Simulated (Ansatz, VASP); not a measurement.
## ScBF6 in VASP and in Ansatz

```
CELL_PARAMETERS angstrom
4.60449 0.00000 0.00000
0.00000 4.60449 0.00000
0.00000 0.00000 4.60449
ATOMIC_POSITIONS crystal
Sc 0.50000 0.50000 0.50000
B 0.00000 0.00000 0.00000
F 0.37896 0.00000 0.00000
F 0.62104 0.00000 0.00000
F 0.00000 0.37896 0.00000
F 0.00000 0.62104 0.00000
F 0.00000 0.00000 0.37896
F 0.00000 0.00000 0.62104
```

Alike in both runs: task single point; functional PBE; k mesh 4 × 4 × 4; occupations gaussian, width 0.1 eV; no spin polarisation.

```csv
,VASP,Ansatz
version,VASP 6.6.1,Ansatz 0.2.0
potentials or method,"VASP PAW PBE potentials, release 64 (Sc_sv, B_h, F_h), cutoff 1350 eV","scalar-relativistic, plane waves, PAW"
valence electrons in the cell,56,56
```

|  | VASP | Ansatz | Ansatz less VASP |
| --- | --- | --- | --- |
| gap on the k mesh at the Fermi level (eV) | none | none | - |
| rms of the force components (eV/Å) | 17.940 | 17.924 | -0.0152 |

Atom by atom the forces differ by 0.015 eV/Å (rms over components). A gap of «none» marks a metal or a gap that the smearing closes. With one functional, cell and mesh, what is left measures potentials, basis and numerics.
